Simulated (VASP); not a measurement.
**MgO: single point with PBE**

Crystal: MgO.

```
Mg O
1.0
     3.02616    0.00000    0.00000
    -1.51308    2.62073    0.00000
     0.00000    0.00000    2.71988
Mg O
1 1
Direct
  0.00000 0.00000 0.00000
  0.33333 0.66667 0.50000
```

This cell differs from its parent crystal: strain +0.030 along x and y, +0.015 along z.

```json
{
  "Program": "VASP 6.6.1",
  "Task": "single point",
  "Functional": "PBE",
  "Potentials or basis": "VASP PAW PBE potentials, release 64 (Mg, O)",
  "Cutoff": "520 eV",
  "k mesh": "9 × 9 × 8",
  "Occupations": "gaussian, width 0.05 eV",
  "Spin": "no spin polarisation",
  "Dipole correction": "no",
  "Further INCAR settings": "ALGO = Normal; EDIFF = 1e-06; NBANDS = 11"
}
```

```json
{
  "Pressure": "-9.1 GPa",
  "Band gap on the k mesh": "2.39 eV, indirect (least direct gap 2.75 eV)"
}
```

Stress tensor (GPa, compression positive):
```
-10.68   0.00   0.00
  0.00 -10.68   0.00
  0.00   0.00  -5.98
```

Levels at points of the mesh, in eV from the valence-band top:
```csv
k point,band 2,band 3,band 4,band 5,band 6,band 7
"(0.00, 0.00, 0.00)",-0.72,-0.72,-0.36,2.39,11.59,14.65
"(0.00, 0.00, 0.50)",-5.06,-0.22,-0.22,7.48,8.40,16.87
```

It took 9.9 s on 1 thread of AMD EPYC 7R13 Processor (Zen 3), on a shared host, peak memory 0.11 GiB.

Caveat: the cell differs from its parent crystal (strain +0.030 along x and y, +0.015 along z). A k mesh can miss the band edges.
